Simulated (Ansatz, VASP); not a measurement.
## WS2 in VASP and in Ansatz

```
CELL_PARAMETERS angstrom
1.54742 0.89340 6.16333
-1.54742 0.89340 6.16333
0.00000 -1.78681 6.16333
ATOMIC_POSITIONS crystal
W 0.00000 0.00000 0.00000
S 0.75030 0.75030 0.75030
S 0.58100 0.58100 0.58100
```

Change from the starting cell: equal xx and yy strain of -2 %, crystal datasets.

Alike in both runs: task electric field gradients; functional PBEsol; k mesh 15 × 15 × 15; occupations fermi-dirac, width 0.03 eV; no spin polarisation.

|  | VASP | Ansatz |
| --- | --- | --- |
| version | VASP 6.6.1 | Ansatz 0.2.0 |
| potentials or method | VASP PAW PBE potentials, release 64 (W_sv, S), cutoff 520 eV | all-electron PAW with datasets made for the crystal, scalar-relativistic |

|  | VASP | Ansatz | Ansatz less VASP |
| --- | --- | --- | --- |
| pressure (GPa) | 6.7 | 6.6 | -0.13 |
| traceless stress, the component that is largest in VASP (GPa) | -1.43 | -1.48 | -0.043 |
| rms of the force components (eV/Å) | 0.340 | 0.333 | -0.0075 |
| size of Vzz on the site where it differs most (V/Å²) | 151.0 | 162.2 | +11.26 |

VASP's potentials were made for PBE, not for PBEsol. Atom by atom the forces differ by 0.011 eV/Å (rms over components). Ansatz ran all-electron here, and VASP with PAW potentials.

Neither program's run includes spin-orbit coupling.
